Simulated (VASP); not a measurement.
# BAs (F-43m) in VASP: further runs, part 2 of 2

VASP 6.6.1. Earlier steps stand in the parts before.

## (3) Single point, PBEsol

File INCAR:

```
PREC = Accurate ; ENCUT = 520
EDIFF = 1E-6 ; ISMEAR = 1
SIGMA = 0.05 ; LREAL = F
LASPH = T ; NELM = 60
ALGO = Normal ; ISIF = 2
LWAVE = F ; LCHARG = F
GGA = PS ; NBANDS = 11
```

File KPOINTS:

```
regular mesh
0
Gamma
  8 8 8
```

File POSCAR:

```
BAs
1.0
    0.0000000000      2.3885000000      2.3885000000
    2.3885000000      0.0000000000      2.3885000000
    2.3885000000      2.3885000000      0.0000000000
B As
1 1
Direct
    0.0000000000      0.0000000000      0.0000000000
    0.2500000000      0.2500000000      0.2500000000
```

Potentials or basis: VASP PAW PBE potentials, release 64 (B, As).

The run is started by

```sh
$ cat potpaw_PBE.64/B/POTCAR potpaw_PBE.64/As/POTCAR > POTCAR
$ mpirun -np 1 vasp_std > vasp.out
```

OUTCAR:

```text
PREC = Accurate
   ENCUT = 520
   EDIFF = 1E-6
   ISMEAR = 1
   LREAL = F
   LASPH = T
   NELM = 60
   ISIF = 2
   GGA = PS

 ion  position               nearest neighbor table
   1  0.000  0.000  0.000-   2 2.07   2 2.07   2 2.07   2 2.07
   2  0.250  0.250  0.250-   1 2.07   1 2.07   1 2.07   1 2.07

  LATTYP: Found a face centered cubic cell.
 ALAT       =     4.7770000000

  Lattice vectors:

 A1 = (   0.0000000000,   2.3885000000,   2.3885000000)
 A2 = (   2.3885000000,   0.0000000000,   2.3885000000)
 A3 = (   2.3885000000,   2.3885000000,   0.0000000000)

Analysis of symmetry for initial positions (statically):
=====================================================================
 Subroutine PRICEL returns:
 Original cell was already a primitive cell.

 Routine SETGRP: Setting up the symmetry group for a
 face centered cubic supercell.

 Subroutine GETGRP returns: Found 24 space group operations
 (whereof 24 operations were pure point group operations)
 out of a pool of 48 trial point group operations.

The static configuration has the point symmetry T_d .

Analysis of symmetry for dynamics (positions and initial velocities):
=====================================================================
 Subroutine PRICEL returns:
 Original cell was already a primitive cell.

 Routine SETGRP: Setting up the symmetry group for a
 face centered cubic supercell.

 Subroutine GETGRP returns: Found 24 space group operations
 (whereof 24 operations were pure point group operations)
 out of a pool of 48 trial point group operations.

The dynamic configuration has the point symmetry T_d .

 Subroutine INISYM returns: Found 24 space group operations
 (whereof 24 operations are pure point group operations),
 and found     1 'primitive' translations

----------------------------------------------------------------------------------------

                                     Primitive cell

  volume of cell :      27.2525

  direct lattice vectors                    reciprocal lattice vectors
     0.000000000  2.388500000  2.388500000    -0.209336404  0.209336404  0.209336404
     2.388500000  0.000000000  2.388500000     0.209336404 -0.209336404  0.209336404
     2.388500000  2.388500000  0.000000000     0.209336404  0.209336404 -0.209336404

  length of vectors
     3.377849094  3.377849094  3.377849094     0.362581287  0.362581287  0.362581287

  position of ions in fractional coordinates (direct lattice)
     0.000000000  0.000000000  0.000000000
     0.250000000  0.250000000  0.250000000

  ion indices of the primitive-cell ions
   primitive index   ion index
                 1           1
                 2           2

----------------------------------------------------------------------------------------

 KPOINTS: regular mesh

Automatic generation of k-mesh.
 Grid dimensions read from file:
 generate k-points for:    8    8    8

 Generating k-lattice:

  Cartesian coordinates                     Fractional coordinates (reciprocal lattice)
    -0.026167050  0.026167050  0.026167050     0.125000000  0.000000000  0.000000000
     0.026167050 -0.026167050  0.026167050     0.000000000  0.125000000  0.000000000
     0.026167050  0.026167050 -0.026167050     0.000000000  0.000000000  0.125000000

  Length of vectors
     0.045322661  0.045322661  0.045322661

  Shift w.r.t. Gamma in fractional coordinates (k-lattice)
     0.000000000  0.000000000  0.000000000

 Subroutine IBZKPT returns following result:
 ===========================================

 Found     29 irreducible k-points:

 Following reciprocal coordinates:
            Coordinates               Weight
  0.000000  0.000000  0.000000      1.000000
  0.125000  0.000000  0.000000      8.000000
  0.250000  0.000000  0.000000      8.000000
  0.375000  0.000000  0.000000      8.000000
  0.500000  0.000000  0.000000      4.000000
  0.125000  0.125000  0.000000      6.000000
[... 16 lines left out ...]
  0.500000  0.250000  0.125000     48.000000
 -0.375000  0.250000  0.125000     24.000000
 [... further k-points ...]
   k-points           NKPTS =     29   k-points in BZ     NKDIM =     29   number of bands    NBANDS=     11
   number of dos      NEDOS =    301   number of ions     NIONS =      2
   total plane-waves  NPLWV =  21952
   dimension x,y,z NGX =    28 NGY =   28 NGZ =   28
   dimension x,y,z NGXF=    56 NGYF=   56 NGZF=   56
   ions per type =               1   1
   NGX,Y,Z   is equivalent  to a cutoff of  13.78, 13.78, 13.78 a.u.
   NGXF,Y,Z  is equivalent  to a cutoff of  27.56, 27.56, 27.56 a.u.
 SYSTEM =  unknown system
   PREC   = accura    normal or accurate (medium, high low for compatibility)
   ISTART =      0    job   : 0-new  1-cont  2-samecut
   ICHARG =      2    charge: 1-file 2-atom 10-const
   ISPIN  =      1    spin polarized calculation?
   LNONCOLLINEAR =      F non collinear calculations
   LSORBIT =      F    spin-orbit coupling
   LASPH  =      T    aspherical Exc in radial PAW
   ENCUT  =  520.0 eV  38.22 Ry    6.18 a.u.   6.28  6.28  6.28*2*pi/ulx,y,z
   NELM   =     60;   NELMIN=  2; NELMDL= -5     # of ELM steps
   EDIFF  = 0.1E-05   stopping-criterion for ELM
   LREAL  =      F    real-space projection
   EDIFFG = 0.1E-04   stopping-criterion for IOM
   NSW    =      0    number of steps for IOM
   IBRION =     -1    ionic relax: 0-MD 1-quasi-New 2-CG
   NFREE  =      0    steps in history (QN), initial steepest desc. (CG)
   ISIF   =      2    stress and relaxation
   ISYM   =      2    0-nonsym 1-usesym 2-fastsym
   POTIM  = 0.5000    time-step for ionic-motion
   TEBEG  =    0.0;   TEEND  =   0.0 temperature during run
   PSTRESS=    0.0 pullay stress
   NELECT =       8.0000    total number of electrons
   NUPDOWN=      -1.0000    fix difference up-down
   EMIN   =  10.00;   EMAX   =-10.00  energy-range for DOS
   EFERMI =   0.00;   METHOD = LEGACY
   ISMEAR =     1;   SIGMA  =   0.05  broadening in eV -4-tet -1-fermi 0-gaus
   EFERMI_NEDOS =   21; number of points for ismear=-14 and -15
   IALGO  =     38    algorithm
   IMIX   =      4    mixing-type and parameters
     AMIX     =   0.40;   BMIX     =  1.00
     AMIX_MAG =   1.60;   BMIX_MAG =  1.00
  volume/ion in A,a.u.               =      13.63        91.95
  Fermi-wavevector in a.u.,A,eV,Ry     =   1.088018  2.056057 16.106360  1.183784
  Thomas-Fermi vector in A             =   2.224191
   LORBIT       =      0    0 simple, 1 ext, 2 COOP (PROOUT), +10 PAW based schemes
   GGA     = PS    functional components
   LHFCALC =     F    Hartree Fock is set to
   AEXX    =    0.0000 exact exchange contribution
   IVDW    =     0    specifies the selected vdW correction
   LEPSILON=     F    determine dielectric tensor
   LRPA    =     F    only Hartree local field effects (RPA)
 non-spin polarized calculation
 Methfessel and Paxton  Order N= 1 SIGMA  =   0.05
  energy-cutoff  :      520.00
  volume of cell :       27.25
 maximum number of plane-waves:       754
 NGX is ok and might be reduce to    28
   NGX = 13   NGY = 13   NGZ = 13

 number of electron       8.0000000 magnetization

 Free energy of the ion-electron system (eV)
  ---------------------------------------------------
  ext. energy  EPLUGINS =         0.00000000
  ---------------------------------------------------
  free energy    TOTEN  =       -12.20154488 eV

  energy without entropy =      -12.20156187  energy(sigma->0) =      -12.20155055

 E-fermi :   6.0871     XC(G=0): -10.7307

 val. band max:        6.0449891950   @ k =   0.0000   0.0000   0.0000
 cond. band min:       7.1369243884   @ k =   0.3750   0.3750   0.0000
 fundamental gap:      1.0919351934
 Fermi energy:         6.0870832784

 k-point     1 :       0.0000    0.0000    0.0000
  band No.  band energies     occupation
      1      -9.3924      2.00000
      2       6.0450      2.00000
      3       6.0450      2.00000
      4       6.0450      2.00000
      5       9.2844      0.00000
      6       9.2844      0.00000
      7       9.2844      0.00000
      8      10.7268      0.00000
      9      15.3910      0.00000
     10      18.9750      0.00000
     11      18.9750      0.00000
[... 309 lines left out ...]
 k-point    24 :      -0.3750    0.2500    0.1250
  band No.  band energies     occupation
      1      -5.9346      2.00000
      2      -2.2751      2.00000
      3       1.4535      2.00000
      4       2.9449      2.00000
      5       9.9473      0.00000
      6      10.7347      0.00000
      7      13.4764      0.00000
      8      15.0153      0.00000
      9      16.2814      0.00000
     10      20.1581      0.00000
     11      21.1329      0.00000

 [... further k-points ...]

------------------------ aborting loop because EDIFF is reached ----------------------------------------

  FORCE on cell =-STRESS in cart. coord.  units (eV):
  Direction    XX          YY          ZZ          XY          YZ          ZX
  --------------------------------------------------------------------------------------
  -------------------------------------------------------------------------------------
  Total        0.0097603      0.0097603      0.0097603     -0.0000000     -0.0000000      0.0000000
  in kB        0.5738116      0.5738116      0.5738116     -0.0000000     -0.0000000      0.0000000
  external PRESSURE =       0.5738116 kB  Pullay stress =       0.0000000 kB

 VOLUME and BASIS-vectors are now :
 -----------------------------------------------------------------------------
  energy-cutoff  :      520.00
  volume of cell :       27.25
      direct lattice vectors                 reciprocal lattice vectors
     0.000000000  2.388500000  2.388500000    -0.209336404  0.209336404  0.209336404
     2.388500000  0.000000000  2.388500000     0.209336404 -0.209336404  0.209336404
     2.388500000  2.388500000  0.000000000     0.209336404  0.209336404 -0.209336404

 POSITION                                       TOTAL-FORCE (eV/Angst)
 -----------------------------------------------------------------------------------
      0.00000      0.00000      0.00000        -0.000000      0.000000      0.000000
      1.19425      1.19425      1.19425         0.000000     -0.000000     -0.000000
 -----------------------------------------------------------------------------------
    total drift:                               -0.000000     -0.000000     -0.000000

  FREE ENERGIE OF THE ION-ELECTRON SYSTEM (eV)
  ---------------------------------------------------
  free  energy   TOTEN  =       -12.2015448835 eV

  energy  without entropy=      -12.2015618695  energy(sigma->0) =      -12.20155055
```

stdout:

```text
POSCAR found type information on POSCAR B As
 POSCAR found :  2 types and       2 ions
 scaLAPACK will be used
 -----------------------------------------------------------------------------
|                                                                             |
|                                                                             |
|     You enforced a specific xc type in the INCAR file but a different       |
|     I HOPE YOU KNOW WHAT YOU ARE DOING!                                     |
|                                                                             |
 -----------------------------------------------------------------------------

 LDA part: xc-table for (Slater+PW92), standard interpolation
 POSCAR, INCAR and KPOINTS ok, starting setup
 FFT: planning ... GRIDC
 FFT: planning ... GRID_SOFT
 FFT: planning ... GRID
 WAVECAR not read
 entering main loop
```

It took 6.8 s on 1 thread of Intel Xeon 6975P-C, shared host; peak memory 0.16 GiB.

What came out:

| Item | Value |
| --- | --- |
| Free energy | -12.2015 eV |
| Pressure | 0.1 GPa |
| Band gap on the k mesh | 1.09 eV, indirect (least direct gap 3.24 eV) |

Levels at points of the mesh, in eV from the valence-band top:
```csv
k point,band 1,band 2,band 3,band 4,band 5,band 6,band 7,band 8
"(0.00, 0.00, 0.00)",-15.44,0.00,0.00,0.00,3.24,3.24,3.24,4.68
"(0.50, 0.00, 0.00)",-12.55,-8.83,-1.83,-1.83,2.65,4.73,4.73,8.71
"(0.50, 0.50, 0.00)",-11.24,-8.53,-4.11,-4.11,1.31,1.34,11.34,11.34
```

Caveat: the PAW data sets were made with another functional, which shifts forces and pressure a little. A k mesh can miss the band edges.
